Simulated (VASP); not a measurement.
Crystal: CaO.

```
Ca O
1.0
     0.00000    2.40356    2.40356
     2.40356    0.00000    2.40356
     2.40356    2.40356    0.00000
Ca O
1 1
Direct
  0.00000 0.00000 0.00000
  0.50000 0.50000 0.50000
```

```yaml
Program: VASP 6.6.1
Task: relaxation of cell and atoms
Functional: PBEsol
Dispersion: D4
Potentials_or_basis: VASP PAW PBE potentials, release 64 (Ca_sv, O)
Cutoff: 600 eV
k_mesh: 10 × 10 × 10
Occupations: fermi-dirac, width 0.05 eV
Spin: no spin polarisation
```

At the start: pressure -3.4 GPa; volume 13.89 Å³/atom.

Q: How do energy, volume and symmetry change on relaxing?

A: Over 3 steps the energy falls by 4.7 meV/atom and the volume is 13.46 Å³/atom (-3.1 %); space group Fm-3m (No. 225, to 0.05 Å).

Step by step:
```tsv
step	energy change (eV)	largest force (eV/Å)	pressure (GPa)	volume (Å³)
1	0.0000	0.0000	-3.42	27.77
2	-0.0078	0.0000	1.48	26.60
3	-0.0093	0.0000	0.00	26.92
```

Final structure:
```
CELL_PARAMETERS angstrom
0.00000 2.37881 2.37881
2.37881 0.00000 2.37881
2.37881 2.37881 0.00000
ATOMIC_POSITIONS crystal
Ca 0.00000 0.00000 0.00000
O 0.50000 0.50000 0.50000
```

Caveat: the PAW data sets were made with another functional, which shifts forces and pressure a little.
